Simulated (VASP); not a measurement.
# Co (Fd-3m) in VASP: notebook

Co is run at these levels: LDA; tasks: single point.

All numbers are computed with VASP 6.6.1; they aren't measurements. Logs are shortened: lines on timing, memory, paths and dates and some standing lists are left out, and cuts for length are marked.

## Step 1: The cell of the first run

The structure is cubic, space group Fd-3m (No. 227). The conventional cell has a = 3.867 Å, b = 3.867 Å, c = 3.867 Å, α = 90.00°, β = 90.00°, γ = 90.00°. Within 2.2 Å of Co (site symmetry -43m) lie 4 Co at 1.67 Å.

## Step 2: Single point, LDA, collinear spin, ferromagnetic start

Contents of INCAR:

```
  PREC = Accurate
  ENCUT = 520
  EDIFF = 1E-7
  ISMEAR = -1
  SIGMA = 0.1
  LREAL = F
  LASPH = T
  NELM = 150
  ALGO = Normal
  ISIF = 2
  LWAVE = F
  LCHARG = F
  ISPIN = 2
  MAGMOM = 1.7 1.7
  LORBIT = 11
  LMAXMIX = 4
  GGA = CA
  NBANDS = 20
```

Contents of KPOINTS:

```
regular mesh
0
Gamma
  17 17 17
```

Contents of POSCAR:

```
Co
1.0
    0.0000000000      1.9336905891      1.9336905891
    1.9336905891      0.0000000000      1.9336905891
    1.9336905891      1.9336905891      0.0000000000
Co
2
Direct
   -0.1250000000     -0.1250000000     -0.1250000000
    0.1250000000      0.1250000000      0.1250000000
```

Potentials or basis: VASP PAW LDA potentials, release 64 (Co).

Run with:

```bash
> cat potpaw_LDA.64/Co/POTCAR > POTCAR
> mpirun -np 1 vasp_std > vasp.out
```

OUTCAR:

```text
PREC = Accurate
   ENCUT = 520
   EDIFF = 1E-7
   ISMEAR = -1
   LREAL = F
   LASPH = T
   NELM = 150
   ISIF = 2
   ISPIN = 2
   LORBIT = 11
   GGA = CA

 ion  position               nearest neighbor table
   1  0.875  0.875  0.875-   2 1.67   2 1.67   2 1.67   2 1.67
   2  0.125  0.125  0.125-   1 1.67   1 1.67   1 1.67   1 1.67

  LATTYP: Found a face centered cubic cell.
 ALAT       =     3.8673811782

  Lattice vectors:

 A1 = (   0.0000000000,   1.9336905891,   1.9336905891)
 A2 = (   1.9336905891,   0.0000000000,   1.9336905891)
 A3 = (   1.9336905891,   1.9336905891,   0.0000000000)

Analysis of symmetry for initial positions (statically):
[... 6 lines left out ...]

 Subroutine GETGRP returns: Found 48 space group operations
 (whereof 12 operations were pure point group operations)
 out of a pool of 48 trial point group operations.

The static configuration has the point symmetry D_3d.
 The point group associated with its full space group is O_h .

Analysis of symmetry for dynamics (positions and initial velocities):
[... 6 lines left out ...]

 Subroutine GETGRP returns: Found 48 space group operations
 (whereof 12 operations were pure point group operations)
 out of a pool of 48 trial point group operations.

The dynamic configuration has the point symmetry D_3d.
 The point group associated with its full space group is O_h .

Analysis of structural, dynamic, and magnetic symmetry:
=====================================================================
 Subroutine PRICEL returns:
 Original cell was already a primitive cell.

 Routine SETGRP: Setting up the symmetry group for a
 face centered cubic supercell.

 Subroutine GETGRP returns: Found 48 space group operations
 (whereof 12 operations were pure point group operations)
 out of a pool of 48 trial point group operations.

The overall configuration has the point symmetry D_3d.
 The point group associated with its full space group is O_h .

 Subroutine INISYM returns: Found 48 space group operations
 (whereof 12 operations are pure point group operations),
 and found     1 'primitive' translations

----------------------------------------------------------------------------------------

                                     Primitive cell

  volume of cell :      14.4608

  direct lattice vectors                    reciprocal lattice vectors
     0.000000000  1.933690589  1.933690589    -0.258572909  0.258572909  0.258572909
     1.933690589  0.000000000  1.933690589     0.258572909 -0.258572909  0.258572909
     1.933690589  1.933690589  0.000000000     0.258572909  0.258572909 -0.258572909

  length of vectors
     2.734651457  2.734651457  2.734651457     0.447861415  0.447861415  0.447861415

  position of ions in fractional coordinates (direct lattice)
     0.875000000  0.875000000  0.875000000
     0.125000000  0.125000000  0.125000000

  ion indices of the primitive-cell ions
   primitive index   ion index
                 1           1
                 2           2

----------------------------------------------------------------------------------------

 KPOINTS: regular mesh

Automatic generation of k-mesh.
 Grid dimensions read from file:
 generate k-points for:   17   17   17

 Generating k-lattice:

  Cartesian coordinates                     Fractional coordinates (reciprocal lattice)
    -0.015210171  0.015210171  0.015210171     0.058823529  0.000000000  0.000000000
     0.015210171 -0.015210171  0.015210171     0.000000000  0.058823529  0.000000000
     0.015210171  0.015210171 -0.015210171     0.000000000  0.000000000  0.058823529

  Length of vectors
     0.026344789  0.026344789  0.026344789

  Shift w.r.t. Gamma in fractional coordinates (k-lattice)
     0.000000000  0.000000000  0.000000000

 Subroutine IBZKPT returns following result:
 ===========================================

 Found    165 irreducible k-points:

 Following reciprocal coordinates:
            Coordinates               Weight
  0.000000  0.000000  0.000000      1.000000
  0.058824  0.000000  0.000000      8.000000
  0.117647  0.000000  0.000000      8.000000
  0.176471  0.000000  0.000000      8.000000
  0.235294  0.000000  0.000000      8.000000
  0.294118  0.000000  0.000000      8.000000
[... 16 lines left out ...]
 -0.176471  0.058824  0.000000     24.000000
 -0.117647  0.058824  0.000000     24.000000
 [... further k-points ...]
   k-points           NKPTS =    165   k-points in BZ     NKDIM =    165   number of bands    NBANDS=     20
   number of dos      NEDOS =    301   number of ions     NIONS =      2
   total plane-waves  NPLWV =   8000
   dimension x,y,z NGX =    20 NGY =   20 NGZ =   20
   dimension x,y,z NGXF=    40 NGYF=   40 NGZF=   40
   ions per type =               2
   NGX,Y,Z   is equivalent  to a cutoff of  12.16, 12.16, 12.16 a.u.
   NGXF,Y,Z  is equivalent  to a cutoff of  24.32, 24.32, 24.32 a.u.
 SYSTEM =  unknown system
   PREC   = accura    normal or accurate (medium, high low for compatibility)
   ISTART =      0    job   : 0-new  1-cont  2-samecut
   ICHARG =      2    charge: 1-file 2-atom 10-const
   ISPIN  =      2    spin polarized calculation?
   LNONCOLLINEAR =      F non collinear calculations
   LSORBIT =      F    spin-orbit coupling
   LASPH  =      T    aspherical Exc in radial PAW
   ENCUT  =  520.0 eV  38.22 Ry    6.18 a.u.   5.08  5.08  5.08*2*pi/ulx,y,z
   NELM   =    150;   NELMIN=  2; NELMDL= -5     # of ELM steps
   EDIFF  = 0.1E-06   stopping-criterion for ELM
   LREAL  =      F    real-space projection
   EDIFFG = 0.1E-05   stopping-criterion for IOM
   NSW    =      0    number of steps for IOM
   IBRION =     -1    ionic relax: 0-MD 1-quasi-New 2-CG
   NFREE  =      0    steps in history (QN), initial steepest desc. (CG)
   ISIF   =      2    stress and relaxation
   ISYM   =      2    0-nonsym 1-usesym 2-fastsym
   POTIM  = 0.5000    time-step for ionic-motion
   TEBEG  =    0.0;   TEEND  =   0.0 temperature during run
   PSTRESS=    0.0 pullay stress
   NELECT =      18.0000    total number of electrons
   NUPDOWN=      -1.0000    fix difference up-down
   EMIN   =  10.00;   EMAX   =-10.00  energy-range for DOS
   EFERMI =   0.00;   METHOD = LEGACY
   ISMEAR =    -1;   SIGMA  =   0.10  broadening in eV -4-tet -1-fermi 0-gaus
   EFERMI_NEDOS =   21; number of points for ismear=-14 and -15
   IALGO  =     38    algorithm
   IMIX   =      4    mixing-type and parameters
     AMIX     =   0.40;   BMIX     =  1.00
     AMIX_MAG =   1.60;   BMIX_MAG =  1.00
  volume/ion in A,a.u.               =       7.23        48.79
  Fermi-wavevector in a.u.,A,eV,Ry     =   1.761038  3.327879 42.195125  3.101254
  Thomas-Fermi vector in A             =   2.829686
   LORBIT       =     11    0 simple, 1 ext, 2 COOP (PROOUT), +10 PAW based schemes
   GGA     = CA    functional components
   LHFCALC =     F    Hartree Fock is set to
   AEXX    =    0.0000 exact exchange contribution
   IVDW    =     0    specifies the selected vdW correction
   LEPSILON=     F    determine dielectric tensor
   LRPA    =     F    only Hartree local field effects (RPA)
 spin polarized calculation
  energy-cutoff  :      520.00
  volume of cell :       14.46
 maximum number of plane-waves:       398
   NGX = 11   NGY = 11   NGZ = 11

 number of electron      17.9999981 magnetization       0.0007737

 number of electron      17.9999981 magnetization      -0.0001442

 Free energy of the ion-electron system (eV)
  ---------------------------------------------------
  ext. energy  EPLUGINS =         0.00000000
  ---------------------------------------------------
  free energy    TOTEN  =        -4.85996151 eV

  energy without entropy =       -4.80911209  energy(sigma->0) =       -4.83453680

 E-fermi :  18.4481     XC(G=0): -15.9114

 val. band max:       18.4470707763   @ k =  -0.4706   0.2353   0.1176
 cond. band min:      18.4624308232   @ k =   0.3529   0.1765   0.0588
 fundamental gap:      0.0153600470
 Fermi energy:        18.4481131717

 spin component 1

 k-point     1 :       0.0000    0.0000    0.0000
  band No.  band energies     occupation
      1       6.9168      1.00000
      2      10.5038      1.00000
      3      10.5038      1.00000
      4      12.0801      1.00000
      5      12.0801      1.00000
      6      12.0801      1.00000
[... 12 lines left out ...]
     19      46.0389      0.00000
     20      48.7081      0.00000

 k-point     2 :       0.0588    0.0000    0.0000
  band No.  band energies     occupation
      1       7.0351      1.00000
      2      10.4452      1.00000
      3      10.4452      1.00000
      4      12.0822      1.00000
      5      12.1814      1.00000
      6      12.1814      1.00000
[... 498 lines left out ...]
 k-point    24 :      -0.1176    0.0588    0.0000
  band No.  band energies     occupation
      1       7.6308      1.00000
      2      10.0691      1.00000
      3      10.4665      1.00000
      4      12.1355      1.00000
      5      12.3517      1.00000
      6      12.7177      1.00000
[... 12 lines left out ...]
     19      45.0546      0.00000
     20      48.0067      0.00000

 [... further k-points ...]

 spin component 2

 k-point     1 :       0.0000    0.0000    0.0000
  band No.  band energies     occupation
      1       6.9168      1.00000
      2      10.5038      1.00000
      3      10.5038      1.00000
      4      12.0801      1.00000
      5      12.0801      1.00000
      6      12.0801      1.00000
[... 12 lines left out ...]
     19      46.0389      0.00000
     20      48.7080      0.00000

 k-point     2 :       0.0588    0.0000    0.0000
  band No.  band energies     occupation
      1       7.0350      1.00000
      2      10.4452      1.00000
      3      10.4452      1.00000
      4      12.0822      1.00000
      5      12.1814      1.00000
      6      12.1814      1.00000
[... 498 lines left out ...]
 k-point    24 :      -0.1176    0.0588    0.0000
  band No.  band energies     occupation
      1       7.6308      1.00000
      2      10.0691      1.00000
      3      10.4665      1.00000
      4      12.1355      1.00000
      5      12.3517      1.00000
      6      12.7177      1.00000
[... 12 lines left out ...]
     19      45.0546      0.00000
     20      48.0071      0.00000

 [... further k-points ...]
[... 5 lines left out ...]
  --------------------------------------------------------------------------------------
  -------------------------------------------------------------------------------------
  Total       33.3705813     33.3705813     33.3705813     -0.0000000     -0.0000000     -0.0000000
  in kB     3697.2890769   3697.2890769   3697.2890769     -0.0000000     -0.0000000     -0.0000000
  external PRESSURE =    3697.2890769 kB  Pullay stress =       0.0000000 kB

 VOLUME and BASIS-vectors are now :
 -----------------------------------------------------------------------------
  energy-cutoff  :      520.00
  volume of cell :       14.46
      direct lattice vectors                 reciprocal lattice vectors
     0.000000000  1.933690589  1.933690589    -0.258572909  0.258572909  0.258572909
     1.933690589  0.000000000  1.933690589     0.258572909 -0.258572909  0.258572909
     1.933690589  1.933690589  0.000000000     0.258572909  0.258572909 -0.258572909

 POSITION                                       TOTAL-FORCE (eV/Angst)
 -----------------------------------------------------------------------------------
      3.38396      3.38396      3.38396         0.000000      0.000000      0.000000
      0.48342      0.48342      0.48342        -0.000000     -0.000000     -0.000000
 -----------------------------------------------------------------------------------
    total drift:                                0.000000     -0.000000     -0.000000

  FREE ENERGIE OF THE ION-ELECTRON SYSTEM (eV)
  ---------------------------------------------------
  free  energy   TOTEN  =        -4.8599615061 eV

  energy  without entropy=       -4.8091120868  energy(sigma->0) =       -4.83453680

 total charge

# of ion       s       p       d       tot
------------------------------------------
    1        0.834   0.983   8.317  10.134
    2        0.834   0.983   8.317  10.134
--------------------------------------------------
tot          1.667   1.967  16.635  20.268

 magnetization (x)

# of ion       s       p       d       tot
------------------------------------------
    1       -0.000  -0.000   0.000   0.000
    2       -0.000  -0.000   0.000   0.000
--------------------------------------------------
tot         -0.000  -0.000   0.000   0.000
```

It took 73 s on 1 thread of AMD EPYC 9R14 (Zen 4), shared host; peak memory 0.14 GiB.

Results:

| Property | Result |
| --- | --- |
| Free energy | -4.8600 eV |
| Pressure | 369.7 GPa |
| Band gap on the k mesh | zero (filled and empty bands overlap) |
| Net moment | 0.00 μB per cell |

Caveat: the starting moments collapsed, and a magnetic state may lie lower.

[end of part 1 of 2]
